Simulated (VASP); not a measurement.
Set up this calculation in VASP 6.6.1, as the native input.

```yaml
Task: electric field gradients
Functional: PBEsol
Potentials_or_basis: VASP PAW PBE potentials, release 64 (Zn)
Cutoff: 520 eV
k_mesh: 18 × 18 × 8
Occupations: fermi-dirac, width 0.03 eV
Spin: no spin polarisation
Dipole_correction: no
Further_INCAR_settings: ALGO = Normal; EDIFF = 1e-08; NBANDS = 19
```

The structure of Zn lies in POSCAR:

```
Zn
1.0
    2.6558856186      0.0000000000      0.0000000000
   -1.3279428093      2.3000644152      0.0000000000
    0.0000000000      0.0000000000      4.9301557293
Zn
2
Direct
    0.3333333333      0.6666666667      0.2500000000
    0.6666666667      0.3333333333      0.7500000000
```

This cell differs from its parent crystal: volume scaled by 0.99.

These files were run (other wordings do the same):

INCAR

```
SYSTEM = Zn
  PREC = Accurate
  ENCUT = 520
  EDIFF = 1E-8
  ISMEAR = -1
  SIGMA = 0.03
  LREAL = .FALSE.
  LASPH = .TRUE.
  NELM = 80
  ALGO = Normal
  ISIF = 2
  LWAVE = .FALSE.
  LCHARG = .FALSE.
  GGA = PS
  LEFG = .TRUE.
  NBANDS = 19
```

KPOINTS

```
regular mesh
0
G
  18 18 8
  0 0 0
```

Potentials or basis: VASP PAW PBE potentials, release 64 (Zn).

Run with:

```console
$ cat potpaw_PBE.64/Zn/POTCAR > POTCAR
$ mpirun -np 1 vasp_std > vasp.out
```

Results of the run:

```yaml
Pressure: -4.4 GPa
Band_gap_on_the_k_mesh: zero (band 12 reaches 4.62 eV, above the bottom of band 13 at -0.02 eV)
```

Caveat: without QUAD_EFG the Cq values of the log hold for a quadrupole moment of 1 mb, not for the nuclei; the PAW data sets were made with another functional, which shifts forces and pressure a little.

Wall time 40 s on 1 thread of AMD EPYC 9R45 96-Core Processor (Zen 5) (shared host), peak memory 0.17 GiB.
